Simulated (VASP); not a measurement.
Set up this calculation in VASP 6.6.1, as the native input.

| Item | Value |
| --- | --- |
| Task | single point |
| Functional | LDA |
| Potentials or basis | VASP PAW LDA potentials, release 64 (Sc_sv) |
| Cutoff | 520 eV |
| k mesh | 14 × 14 × 8 |
| Occupations | fermi-dirac, width 0.1 eV |
| Spin | no spin polarisation |
| Dipole correction | no |
| Further INCAR settings | ALGO = Normal; EDIFF = 1e-06; NBANDS = 18 |

The structure of Sc lies in POSCAR:

```
Sc
1.0
    3.2269061443      0.0000000000      0.0000000000
   -1.6134530722      2.7945826966      0.0000000000
    0.0000000000      0.0000000000      5.0103977983
Sc
2
Direct
    0.3333333333      0.6666666667      0.2500000000
    0.6666666667      0.3333333333      0.7500000000
```

One way to write it, as run:

INCAR

```
SYSTEM = Sc
  PREC = Accurate
  ENCUT = 520
  EDIFF = 1E-6
  ISMEAR = -1
  SIGMA = 0.1
  LREAL = .False.
  LASPH = .True.
  NELM = 80
  ALGO = Normal
  ISIF = 2
  LWAVE = .False.
  LCHARG = .False.
  NBANDS = 18
```

KPOINTS

```
Automatic mesh
0
Gamma
  14 14 8
  0 0 0
```

Potentials or basis: VASP PAW LDA potentials, release 64 (Sc_sv).

Launch:

```bash
$ cat potpaw_LDA.64/Sc_sv/POTCAR > POTCAR
$ mpirun -np 1 vasp_std > vasp.out
```

Results of the run:

| Item | Value |
| --- | --- |
| Pressure | 0.1 GPa |
| Band gap on the k mesh | zero (bands 11 and 12 overlap by 1.60 eV) |

Wall time 65 s on 1 thread of Intel Xeon 8259CL, on a shared host, peak memory 0.17 GiB.
